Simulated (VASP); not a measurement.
H6C2O: single point with PBE

H6C2O:

```
C O H
1.0
     7.29363    0.00000    0.00000
     0.00000    7.29363    0.00000
     0.00000    0.00000    7.29363
C O H
8 4 24
Direct
  0.87439 0.75988 0.52226
  0.89346 0.90375 0.36814
  0.37737 0.72410 0.00727
  0.26073 0.89638 0.03839
  0.42702 0.44585 0.44585
  0.25994 0.41989 0.55869
  0.60833 0.28744 0.92249
  0.80429 0.36164 0.96358
  0.71907 0.94417 0.29227
  0.08206 0.87336 0.95344
  0.20585 0.22444 0.55521
  0.90838 0.22662 0.06435
  0.75464 0.02558 0.19287
  0.97566 0.01968 0.42593
  0.98234 0.84929 0.25951
  0.98379 0.74683 0.62175
  0.74688 0.76853 0.59688
  0.86828 0.64171 0.43079
  0.02494 0.99869 0.98022
  0.23160 0.92461 0.18594
  0.34407 0.01537 0.98403
  0.52300 0.73513 0.06363
  0.30232 0.59828 0.06544
  0.38281 0.69130 0.85879
  0.19972 0.18494 0.68199
  0.27653 0.46188 0.70497
  0.15193 0.49232 0.48982
  0.44786 0.60218 0.43160
  0.55576 0.38067 0.49573
  0.41904 0.41498 0.29944
  0.97015 0.27861 0.16958
  0.86999 0.39300 0.84108
  0.78747 0.48143 0.06563
  0.52403 0.40216 0.89064
  0.62922 0.19868 0.79956
  0.55721 0.21265 0.04349
```

```yaml
Program: VASP 6.6.1
Task: single point
Functional: PBE
Potentials_or_basis: VASP PAW PBE potentials, release 64 (C, O, H)
Cutoff: 520 eV
k_mesh: 1 × 1 × 1
Occupations: fermi-dirac, width 0.05 eV
Spin: no spin polarisation
```

* Pressure: -0.4 GPa
* Largest force: 4.319 eV/Å
* Band gap on the k mesh: 4.25 eV

Forces in eV/Å, atoms in the order of the input:
```
C   -0.240 -0.233 -1.770
C    1.390  0.041  1.652
C   -0.368 -1.044  0.431
C    0.550 -0.107  0.236
C    1.758  2.161 -0.499
C    0.049 -1.736  0.243
C    2.286 -0.920 -0.195
C   -2.267  0.550  3.636
O    0.078  0.270  0.144
O    0.200  1.994  0.159
O    0.055  0.513  0.189
O    0.238 -1.023 -0.353
H   -0.407  0.356 -0.395
H   -0.787  0.409 -0.271
H   -0.038 -0.282  0.011
H    0.530  0.229 -0.019
H   -0.596  0.284  0.165
H   -0.187 -1.086  0.703
H    0.129 -1.450 -0.490
H    0.650 -0.174 -0.284
H   -0.776 -0.398  0.055
H   -1.311 -0.044 -0.300
H    0.778  1.069 -0.133
H    0.188  0.422  0.179
H   -0.060 -0.243  0.015
H   -0.100  0.131 -0.709
H   -0.843  0.641  0.117
H    0.207 -1.180  0.544
H   -0.490  0.259  0.099
H   -0.593 -0.664 -0.034
H    0.020  0.243  0.036
H    1.158  0.845 -1.633
H    0.358 -0.605 -1.414
H   -0.773  0.670 -0.317
H   -0.717  0.013  0.528
H   -0.068  0.089 -0.326
```

Stress tensor (GPa, compression positive):
```
 0.08 -0.31  0.16
-0.31 -0.31 -0.99
 0.16 -0.99 -0.97
```

Levels at points of the mesh, in eV from the valence-band top:
```
           k point  band 37  band 38  band 39  band 40  band 41  band 42  band 43  band 44
(0.00, 0.00, 0.00)    -1.43    -0.61    -0.40     0.00     4.25     5.72     5.74     6.25
```

It took 46 s on 1 thread of Intel(R) Xeon(R) 6975P-C (Granite Rapids), with other jobs on the host, peak memory 0.34 GiB.

Caveat: the k points lie up to 0.86 Å⁻¹ apart.
